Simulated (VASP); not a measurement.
Crystal: Ge3Pd.

```
Pd Ge
1.0
     4.19653    0.00000    0.00000
     0.00000    4.19653    0.00000
     0.00000    0.00000    4.19653
Pd Ge
1 3
Cartesian
  0.0000 0.0000 0.0000
  2.0983 2.0983 0.0000
  2.0983 0.0000 2.0983
  0.0000 2.0983 2.0983
```

This cell differs from its parent crystal: volume scaled by 1.04.

Base run:

| Item | Value |
| --- | --- |
| Program | VASP 6.6.1 |
| Functional | LDA |
| Potentials or basis | VASP PAW LDA potentials, release 64 (Pd, Ge_d) |
| Cutoff | 520 eV |
| k mesh | 7 × 7 × 7 |
| Occupations | fermi-dirac, width 0.05 eV |
| Spin | no spin polarisation |

Its results: band gap on the k mesh zero (band 26 reaches 6.91 eV, above the bottom of band 27 at 5.39 eV); pressure -9.4 GPa.

**Question.** The run is repeated on the same cell with these changes: functional from LDA to r2SCAN; potentials or basis from VASP PAW LDA potentials, release 64 (Pd, Ge_d) to VASP PAW PBE potentials, release 64 (Pd, Ge_d). What comes out?

**Answer.** Band gap on the k mesh zero (band 26 reaches 7.07 eV, above the bottom of band 27 at 5.54 eV); pressure -5.8 GPa.

Caveats: the PAW data sets were made with another functional, which shifts forces and pressure a little (some runs).
